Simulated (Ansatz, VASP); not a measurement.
## Ta: VASP beside Ansatz

Contents of INCAR:

```
  PREC = Accurate
  ENCUT = 500
  EDIFF = 1E-6
  ISMEAR = -1
  SIGMA = 0.05
  LREAL = False
  LASPH = True
  NELM = 120
  ALGO = Normal
  ISIF = 2
  LWAVE = False
  LCHARG = False
  GGA = PS
  NBANDS = 12
  GGA_COMPAT = False
```

KPOINTS

```
Automatic mesh
0
Gamma
  15 15 15
```

The input POSCAR:

```
Ta
1.0
   -1.6677928000      1.6677928000      1.6512800000
    1.6677928000     -1.6677928000      1.6512800000
    1.6677928000      1.6677928000     -1.6512800000
Ta
1
Direct
    0.0000000000      0.0000000000      0.0000000000
```

Input for Ansatz:

```yaml
crystal:
  lattice:
    - [-1.6677928, 1.6677928, 1.65128]
    - [1.6677928, -1.6677928, 1.65128]
    - [1.6677928, 1.6677928, -1.65128]
  atoms:
    - { symbol: Ta, position: [0.0, 0.0, 0.0] }
kpoints:
  mp_grid: { grid: [15, 15, 15] }
  band_path:
    path:
      - [0.0, 0.0, 0.0]
      - [0.0, 0.0, 0.5]
      - [-0.5, 0.5, 0.5]
      - [0.0, 0.0, 0.0]
      - [0.4950740124, 0.4950740124, -0.4950740124]
      - [-0.4950740124, 0.5049259876, 0.4950740124]
      - [-0.5, 0.5, 0.5]
      - [0.0, 0.0, 0.5]
      - [0.25, 0.25, 0.25]
    npoints: 5
scf:
  occupations: { method: fermi_dirac, width: 0.05 }
hamiltonian:
  xc: pbesol
  pseudopotentials: { kind: all_electron, lapw: { basis_error: 0.00025 } }
output:
  forces: true
  stress: true
  eigenvalues: true
```

Change from the starting cell: equal xx and yy strain of +1 %.

Alike in both runs: task single point; functional PBEsol; k mesh 15 × 15 × 15; occupations fermi-dirac, width 0.05 eV; no spin polarisation.

|  | VASP | Ansatz |
| --- | --- | --- |
| version | VASP 6.6.1 | Ansatz 0.2.0 |
| potentials or method | VASP PAW PBE potentials, release 64 (Ta_pv), cutoff 500 eV | all-electron LAPW, scalar-relativistic |

|  | VASP | Ansatz | Ansatz less VASP |
| --- | --- | --- | --- |
| pressure (GPa) | -7.6 | -7.7 | -0.15 |
| traceless stress, the component that is largest in VASP (GPa) | 0.67 | 0.67 | +0.001 |

VASP's potentials were made for PBE, not for PBEsol. Ansatz ran all-electron here, and VASP with PAW potentials.

Neither program's run includes spin-orbit coupling.
